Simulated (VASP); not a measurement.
# GaIr3 (Cmmm) in VASP: a series of runs

GaIr3 is run at these levels: PBE; tasks: single point.

All numbers are computed with VASP 6.6.1; they aren't measurements. Logs are shortened: lines on timing, memory, paths and dates and some standing lists are left out, and cuts for length are marked.

## Step 1: The cell of the first run

The structure is orthorhombic, space group Cmmm (No. 65). Conventional cell: a = 5.561 Å, b = 7.542 Å, c = 2.773 Å, α = 90.00°, β = 90.00°, γ = 90.00°. Within 3.6 Å of Ga (site symmetry mmm) lie 10 Ir at 2.72 to 2.78 Å and 2 Ga at 2.77 Å. Ir (site symmetry mmm) has 10 Ir at 2.72 to 2.77 Å and 2 Ga at 2.78 Å within 3.6 Å. Within 3.6 Å of Ir (site symmetry 2/m) lie 4 Ga at 2.72 Å and 8 Ir at 2.72 to 2.78 Å.

The cell was generated, and may not be a known phase.

## Step 2: Single point, PBE, collinear spin

Input file INCAR:

```
SYSTEM = GaIr3
ALGO = Normal ; EDIFF = 1E-6
ENCUT = 520 ; GGA = PE
ISIF = 2 ; ISMEAR = 0
ISPIN = 2 ; LASPH = .TRUE.
LCHARG = .FALSE. ; LMAXMIX = 4
LORBIT = 11 ; LREAL = .FALSE.
LWAVE = .FALSE. ; MAGMOM = 0 1 1 1
NBANDS = 32 ; NELM = 150
PREC = Accurate ; SIGMA = 0.1
```

Input file KPOINTS:

```
k-points
0
G
  4 4 6
  0 0 0
```

Input file POSCAR:

```
GaIr3
1.0
    2.7803444673     -3.7709614318      0.0000000000
    2.7803444673      3.7709614318      0.0000000000
    0.0000000000      0.0000000000      2.7729463538
Ga Ir
1 3
Direct
    0.0000000000      0.0000000000      0.0000000000
    0.5000000000      0.5000000000      0.0000000000
    0.0000000000      0.5000000000      0.5000000000
    0.5000000000      0.0000000000      0.5000000000
```

Potentials or basis: VASP PAW PBE potentials, release 64 (Ga_d, Ir).

On the command line:

```sh
$ cat potpaw_PBE.64/Ga_d/POTCAR potpaw_PBE.64/Ir/POTCAR > POTCAR
$ mpirun -np 1 vasp_std > vasp.out
```

OUTCAR:

```text
SYSTEM = GaIr3
   EDIFF = 1E-6
   ENCUT = 520
   GGA = PE
   ISIF = 2
   ISMEAR = 0
   ISPIN = 2
   LASPH = .TRUE.
   LORBIT = 11
   LREAL = .FALSE.
   NELM = 150
   PREC = Accurate

 ion  position               nearest neighbor table
   1  0.000  0.000  0.000-   3 2.72   4 2.72   3 2.72   4 2.72   3 2.72   3 2.72   4 2.72   4 2.72
                             2 2.78   2 2.78
   2  0.500  0.500  0.000-   3 2.72   4 2.72   3 2.72   4 2.72   4 2.72   4 2.72   3 2.72   3 2.72
                             1 2.78   1 2.78
   3  0.000  0.500  0.500-   1 2.72   2 2.72   1 2.72   2 2.72   1 2.72   1 2.72   2 2.72   2 2.72
                             4 2.78   4 2.78
   4  0.500  0.000  0.500-   1 2.72   2 2.72   1 2.72   2 2.72   2 2.72   2 2.72   1 2.72   1 2.72
                             3 2.78   3 2.78

  LATTYP: Found a base centered orthorhombic cell.
 ALAT       =     5.5606889346
 B/A-ratio  =     1.3562928897
 C/A-ratio  =     0.4986695689

  Lattice vectors:

 A1 = (   2.7803444673,  -3.7709614318,   0.0000000000)
 A2 = (   2.7803444673,   3.7709614318,   0.0000000000)
 A3 = (   0.0000000000,   0.0000000000,   2.7729463538)

Analysis of symmetry for initial positions (statically):
=====================================================================
 Subroutine PRICEL returns:
 Original cell was already a primitive cell.

 Routine SETGRP: Setting up the symmetry group for a
 base centered orthorhombic supercell.

 Subroutine GETGRP returns: Found  8 space group operations
 (whereof  8 operations were pure point group operations)
 out of a pool of  8 trial point group operations.

The static configuration has the point symmetry D_2h.

Analysis of symmetry for dynamics (positions and initial velocities):
=====================================================================
 Subroutine PRICEL returns:
 Original cell was already a primitive cell.

 Routine SETGRP: Setting up the symmetry group for a
 base centered orthorhombic supercell.

 Subroutine GETGRP returns: Found  8 space group operations
 (whereof  8 operations were pure point group operations)
 out of a pool of  8 trial point group operations.

The dynamic configuration has the point symmetry D_2h.

Analysis of structural, dynamic, and magnetic symmetry:
=====================================================================
 Subroutine PRICEL returns:
 Original cell was already a primitive cell.

 Routine SETGRP: Setting up the symmetry group for a
 base centered orthorhombic supercell.

 Subroutine GETGRP returns: Found  8 space group operations
 (whereof  8 operations were pure point group operations)
 out of a pool of  8 trial point group operations.

The overall configuration has the point symmetry D_2h.

 Subroutine INISYM returns: Found  8 space group operations
 (whereof  8 operations are pure point group operations),
 and found     1 'primitive' translations

----------------------------------------------------------------------------------------

                                     Primitive cell

  volume of cell :      58.1463

  direct lattice vectors                    reciprocal lattice vectors
     2.780344467 -3.770961432  0.000000000     0.179833832 -0.132592181  0.000000000
     2.780344467  3.770961432  0.000000000     0.179833832  0.132592181  0.000000000
     0.000000000  0.000000000  2.772946354     0.000000000  0.000000000  0.360627244

  length of vectors
     4.685132386  4.685132386  2.772946354     0.223429840  0.223429840  0.360627244

  position of ions in fractional coordinates (direct lattice)
     0.000000000  0.000000000  0.000000000
     0.500000000  0.500000000  0.000000000
     0.000000000  0.500000000  0.500000000
     0.500000000  0.000000000  0.500000000

  ion indices of the primitive-cell ions
   primitive index   ion index
                 1           1
                 2           2
                 3           3
                 4           4

----------------------------------------------------------------------------------------

 KPOINTS: k-points

Automatic generation of k-mesh.
 Grid dimensions read from file:
 generate k-points for:    4    4    6

 Generating k-lattice:

  Cartesian coordinates                     Fractional coordinates (reciprocal lattice)
     0.044958458 -0.033148045  0.000000000     0.250000000  0.000000000  0.000000000
     0.044958458  0.033148045  0.000000000     0.000000000  0.250000000  0.000000000
     0.000000000  0.000000000  0.060104541     0.000000000  0.000000000  0.166666667

  Length of vectors
     0.055857460  0.055857460  0.060104541

  Shift w.r.t. Gamma in fractional coordinates (k-lattice)
     0.000000000  0.000000000  0.000000000

 Subroutine IBZKPT returns following result:
 ===========================================

 Found     28 irreducible k-points:

 Following reciprocal coordinates:
            Coordinates               Weight
  0.000000  0.000000  0.000000      1.000000
  0.250000 -0.000000  0.000000      4.000000
  0.500000 -0.000000  0.000000      2.000000
  0.250000  0.250000  0.000000      2.000000
  0.500000  0.250000  0.000000      4.000000
 -0.250000  0.250000  0.000000      2.000000
[... 16 lines left out ...]
  0.250000 -0.000000  0.500000      4.000000
  0.500000 -0.000000  0.500000      2.000000
 [... further k-points ...]
   k-points           NKPTS =     28   k-points in BZ     NKDIM =     28   number of bands    NBANDS=     32
   number of dos      NEDOS =    301   number of ions     NIONS =      4
   total plane-waves  NPLWV =  31104
   dimension x,y,z NGX =    36 NGY =   36 NGZ =   24
   dimension x,y,z NGXF=    72 NGYF=   72 NGZF=   48
   ions per type =               1   3
   NGX,Y,Z   is equivalent  to a cutoff of  12.77, 12.77, 14.39 a.u.
   NGXF,Y,Z  is equivalent  to a cutoff of  25.55, 25.55, 28.78 a.u.
 SYSTEM =  GaIr3
   PREC   = accura    normal or accurate (medium, high low for compatibility)
   ISTART =      0    job   : 0-new  1-cont  2-samecut
   ICHARG =      2    charge: 1-file 2-atom 10-const
   ISPIN  =      2    spin polarized calculation?
   LNONCOLLINEAR =      F non collinear calculations
   LSORBIT =      F    spin-orbit coupling
   LASPH  =      T    aspherical Exc in radial PAW
   ENCUT  =  520.0 eV  38.22 Ry    6.18 a.u.   8.71  8.71  5.16*2*pi/ulx,y,z
   NELM   =    150;   NELMIN=  2; NELMDL= -5     # of ELM steps
   EDIFF  = 0.1E-05   stopping-criterion for ELM
   LREAL  =      F    real-space projection
   EDIFFG = 0.1E-04   stopping-criterion for IOM
   NSW    =      0    number of steps for IOM
   IBRION =     -1    ionic relax: 0-MD 1-quasi-New 2-CG
   NFREE  =      0    steps in history (QN), initial steepest desc. (CG)
   ISIF   =      2    stress and relaxation
   ISYM   =      2    0-nonsym 1-usesym 2-fastsym
   POTIM  = 0.5000    time-step for ionic-motion
   TEBEG  =    0.0;   TEEND  =   0.0 temperature during run
   PSTRESS=    0.0 pullay stress
   NELECT =      40.0000    total number of electrons
   NUPDOWN=      -1.0000    fix difference up-down
   EMIN   =  10.00;   EMAX   =-10.00  energy-range for DOS
   EFERMI =   0.00;   METHOD = LEGACY
   ISMEAR =     0;   SIGMA  =   0.10  broadening in eV -4-tet -1-fermi 0-gaus
   EFERMI_NEDOS =   21; number of points for ismear=-14 and -15
   IALGO  =     38    algorithm
   IMIX   =      4    mixing-type and parameters
     AMIX     =   0.40;   BMIX     =  1.00
     AMIX_MAG =   1.60;   BMIX_MAG =  1.00
  volume/ion in A,a.u.               =      14.54        98.10
  Fermi-wavevector in a.u.,A,eV,Ry     =   1.445176  2.730987 28.416230  2.088534
  Thomas-Fermi vector in A             =   2.563388
   LORBIT       =     11    0 simple, 1 ext, 2 COOP (PROOUT), +10 PAW based schemes
   GGA     = PE    functional components
   LHFCALC =     F    Hartree Fock is set to
   AEXX    =    0.0000 exact exchange contribution
   IVDW    =     0    specifies the selected vdW correction
   LEPSILON=     F    determine dielectric tensor
   LRPA    =     F    only Hartree local field effects (RPA)
 spin polarized calculation
 Gauss-broadening in eV      SIGMA  =   0.10
  energy-cutoff  :      520.00
  volume of cell :       58.15
 maximum number of plane-waves:      1586
 NGX is ok and might be reduce to    36
   NGX = 17   NGY = 17   NGZ = 11

 number of electron      39.9999992 magnetization       0.0705082

 Free energy of the ion-electron system (eV)
  ---------------------------------------------------
  ext. energy  EPLUGINS =         0.00000000
  ---------------------------------------------------
  free energy    TOTEN  =       -29.92438815 eV

  energy without entropy =      -29.89256786  energy(sigma->0) =      -29.90847801

 E-fermi :   8.9941     XC(G=0): -13.4659

 val. band max:        8.9647040277   @ k =   0.5000   0.5000   0.1667
 cond. band min:       8.9960560674   @ k =  -0.2500   0.2500   0.3333
 fundamental gap:      0.0313520397
 Fermi energy:         8.9940661782

 spin component 1

 k-point     1 :       0.0000    0.0000    0.0000
  band No.  band energies     occupation
      1      -5.9549      1.00000
      2      -5.7487      1.00000
      3      -5.7131      1.00000
      4      -5.6469      1.00000
      5      -5.6400      1.00000
      6      -2.1753      1.00000
[... 24 lines left out ...]
     31      23.7724      0.00000
     32      24.5355      0.00000

 k-point     2 :       0.2500   -0.0000    0.0000
  band No.  band energies     occupation
      1      -5.9493      1.00000
      2      -5.7337      1.00000
      3      -5.6993      1.00000
      4      -5.6437      1.00000
      5      -5.6350      1.00000
      6      -1.5966      1.00000
[... 24 lines left out ...]
     31      24.0541      0.00000
     32      24.8997      0.00000
[... 733 lines left out ...]
     31      20.3736      0.00000
     32      20.7852      0.00000

 k-point    24 :       0.5000   -0.0000    0.5000
  band No.  band energies     occupation
      1      -5.8575      1.00000
      2      -5.8106      1.00000
      3      -5.6935      1.00000
      4      -5.6558      1.00000
      5      -5.5600      1.00000
      6       2.5734      1.00000
[... 24 lines left out ...]
     31      20.2816      0.00000
     32      22.1741      0.00000

 [... further k-points ...]

 spin component 2

 k-point     1 :       0.0000    0.0000    0.0000
  band No.  band energies     occupation
      1      -5.9546      1.00000
      2      -5.7483      1.00000
      3      -5.7127      1.00000
      4      -5.6465      1.00000
      5      -5.6398      1.00000
      6      -2.1719      1.00000
[... 24 lines left out ...]
     31      23.7755      0.00000
     32      24.5391      0.00000

 k-point     2 :       0.2500   -0.0000    0.0000
  band No.  band energies     occupation
      1      -5.9490      1.00000
      2      -5.7333      1.00000
      3      -5.6989      1.00000
      4      -5.6433      1.00000
      5      -5.6348      1.00000
      6      -1.5932      1.00000
[... 24 lines left out ...]
     31      24.0584      0.00000
     32      24.7593      0.00000
[... 733 lines left out ...]
     31      20.3809      0.00000
     32      20.7890      0.00000

 k-point    24 :       0.5000   -0.0000    0.5000
  band No.  band energies     occupation
      1      -5.8572      1.00000
      2      -5.8104      1.00000
      3      -5.6931      1.00000
      4      -5.6555      1.00000
      5      -5.5596      1.00000
      6       2.5837      1.00000
[... 24 lines left out ...]
     31      20.2855      0.00000
     32      22.1841      0.00000

 [... further k-points ...]

------------------------ aborting loop because EDIFF is reached ----------------------------------------

  FORCE on cell =-STRESS in cart. coord.  units (eV):
  Direction    XX          YY          ZZ          XY          YZ          ZX
  --------------------------------------------------------------------------------------
  -------------------------------------------------------------------------------------
  Total        0.1517624      0.1733273      0.1979105      0.0000000      0.0000000      0.0000000
  in kB        4.1816968      4.7759013      5.4532730      0.0000000      0.0000000      0.0000000
  external PRESSURE =       4.8036237 kB  Pullay stress =       0.0000000 kB

 VOLUME and BASIS-vectors are now :
 -----------------------------------------------------------------------------
  energy-cutoff  :      520.00
  volume of cell :       58.15
      direct lattice vectors                 reciprocal lattice vectors
     2.780344467 -3.770961432  0.000000000     0.179833832 -0.132592181  0.000000000
     2.780344467  3.770961432  0.000000000     0.179833832  0.132592181  0.000000000
     0.000000000  0.000000000  2.772946354     0.000000000  0.000000000  0.360627244

 POSITION                                       TOTAL-FORCE (eV/Angst)
 -----------------------------------------------------------------------------------
      0.00000      0.00000      0.00000        -0.000000      0.000000      0.000000
      2.78034      0.00000      0.00000         0.000000      0.000000      0.000000
      1.39017      1.88548      1.38647        -0.000000      0.000000      0.000000
      1.39017     -1.88548      1.38647        -0.000000      0.000000      0.000000
 -----------------------------------------------------------------------------------
    total drift:                                0.000000      0.000000      0.000000

  FREE ENERGIE OF THE ION-ELECTRON SYSTEM (eV)
  ---------------------------------------------------
  free  energy   TOTEN  =       -29.9243881505 eV

  energy  without entropy=      -29.8925678632  energy(sigma->0) =      -29.90847801

 total charge

# of ion       s       p       d       tot
------------------------------------------
    1        0.808   0.772  10.067  11.647
    2        0.659   0.680   6.976   8.315
    3        0.636   0.633   7.052   8.321
    4        0.636   0.633   7.052   8.321
--------------------------------------------------
tot          2.738   2.718  31.148  36.604

 magnetization (x)

# of ion       s       p       d       tot
------------------------------------------
    1        0.001  -0.000   0.000   0.001
    2        0.000   0.001   0.036   0.037
    3       -0.000   0.000   0.015   0.015
    4       -0.000   0.000   0.015   0.015
--------------------------------------------------
tot          0.001   0.001   0.066   0.068
```

It took 1.9 min on 1 thread of Oxide Virtual Turin-like, shared host; peak memory 0.22 GiB.

What came out:

| Quantity | Value |
| --- | --- |
| Free energy | -29.9244 eV |
| Pressure | 0.5 GPa |
| Net moment | 0.07 μB per cell |
| Site moments | Ga +0.00; Ir +0.04, +0.01 (each value once) μB |
| Valence electrons inside the program's atomic spheres | Ga 11.65; Ir 8.31, 8.32 (each value once) |

Stress tensor (GPa, compression positive):
```
0.42 0.00 0.00
0.00 0.48 0.00
0.00 0.00 0.55
```

Levels at points of the mesh, in eV from the Fermi level:
Spin up:
```tsv
k point	band 16	band 17	band 18	band 19	band 20	band 21	band 22	band 23	band 24	band 25
(0.00, 0.00, 0.00)	-1.67	-1.14	-0.94	-0.26	0.19	1.43	1.56	1.67	1.72	3.73
(0.50, 0.00, 0.00)	-2.57	-1.57	-1.02	-0.68	-0.44	-0.22	1.20	1.58	2.91	5.51
(0.50, 0.50, 0.00)	-1.78	-1.40	-1.39	-1.31	-1.12	-1.08	-0.69	0.29	2.74	8.57
(0.00, 0.00, 0.50)	-2.56	-1.83	-0.95	-0.63	0.60	1.84	2.73	4.56	5.50	6.47
(0.50, 0.00, 0.50)	-1.98	-1.28	-1.21	-0.06	1.37	1.53	2.56	3.07	3.32	5.19
(0.50, 0.50, 0.50)	-1.19	-0.90	0.10	1.15	1.20	1.46	1.51	1.83	1.91	3.06
```
Spin down:
| k point | band 16 | band 17 | band 18 | band 19 | band 20 | band 21 | band 22 | band 23 | band 24 | band 25 |
| --- | --- | --- | --- | --- | --- | --- | --- | --- | --- | --- |
| (0.00, 0.00, 0.00) | -1.67 | -1.14 | -0.93 | -0.25 | 0.20 | 1.45 | 1.57 | 1.67 | 1.73 | 3.74 |
| (0.50, 0.00, 0.00) | -2.54 | -1.55 | -1.01 | -0.67 | -0.43 | -0.21 | 1.20 | 1.60 | 2.92 | 5.52 |
| (0.50, 0.50, 0.00) | -1.77 | -1.39 | -1.38 | -1.30 | -1.10 | -1.06 | -0.69 | 0.30 | 2.75 | 8.58 |
| (0.00, 0.00, 0.50) | -2.55 | -1.82 | -0.94 | -0.62 | 0.63 | 1.85 | 2.75 | 4.59 | 5.51 | 6.47 |
| (0.50, 0.00, 0.50) | -1.97 | -1.27 | -1.19 | -0.06 | 1.41 | 1.55 | 2.57 | 3.09 | 3.34 | 5.19 |
| (0.50, 0.50, 0.50) | -1.18 | -0.88 | 0.10 | 1.15 | 1.25 | 1.47 | 1.53 | 1.84 | 1.93 | 3.07 |

Caveat: the k points lie up to 0.38 Å⁻¹ apart; spin-orbit coupling is left out, which moves the levels of the heavy elements.

## Step 3: Single point, PBE

This run uses another cell than the first one, of 14.50 Å³/atom.

Input file INCAR:

```
ALGO = Fast
EDIFF = 1E-6
ENCUT = 520
GGA = PE
ISIF = 2
ISMEAR = 0
LASPH = T
LCHARG = F
LREAL = F
LWAVE = F
NBANDS = 28
NELM = 100
PREC = Accurate
SIGMA = 0.1
```

Input file KPOINTS:

```
k-points
0
Gamma
  10 10 16
```

Input file POSCAR:

```
GaIr3
1.0
    2.7806863091     -3.7688922271      0.0000000000
    2.7806863091      3.7688922271      0.0000000000
    0.0000000000      0.0000000000      2.7675414734
Ga Ir
1 3
Direct
    0.0000000000      0.0000000000      0.0000000000
    0.5000000000      0.5000000000      0.0000000000
    0.0000000000      0.5000000000      0.5000000000
    0.5000000000      0.0000000000      0.5000000000
```

Potentials or basis: VASP PAW PBE potentials, release 64 (Ga_d, Ir).

On the command line:

```sh
$ cat potpaw_PBE.64/Ga_d/POTCAR potpaw_PBE.64/Ir/POTCAR > POTCAR
$ mpirun -np 1 vasp_std > vasp.out
```

Run time: 11 min. Hardware: 1 thread of Oxide Virtual Turin-like, shared host; peak memory 0.46 GiB.

It converged, with:

```
Free energy            : -30.0231 eV
Pressure               : 0.5 GPa
Band gap on the k mesh : zero (bands 20 and 21 overlap by 2.48 eV)
```

Levels at points of the mesh, in eV from the Fermi level:
```
           k point  band 17  band 18  band 19  band 20  band 21  band 22  band 23  band 24
(0.00, 0.00, 0.00)    -1.18    -1.00    -0.30     0.15     1.40     1.52     1.62     1.69
(0.50, 0.00, 0.00)    -1.59    -1.07    -0.71    -0.47    -0.26     1.15     1.55     2.87
(0.50, 0.50, 0.00)    -1.46    -1.43    -1.33    -1.17    -1.11    -0.74     0.25     2.69
(0.00, 0.00, 0.50)    -1.89    -1.01    -0.68     0.58     1.80     2.71     4.57     5.48
(0.50, 0.00, 0.50)    -1.32    -1.25    -0.11     1.37     1.50     2.53     3.05     3.29
(0.50, 0.50, 0.50)    -0.94     0.06     1.11     1.21     1.41     1.48     1.80     1.88
```

Caveat: spin-orbit coupling is left out, which moves the levels of the heavy elements.

The gap in the log of VASP goes by the Fermi energy; the results here count the filled bands.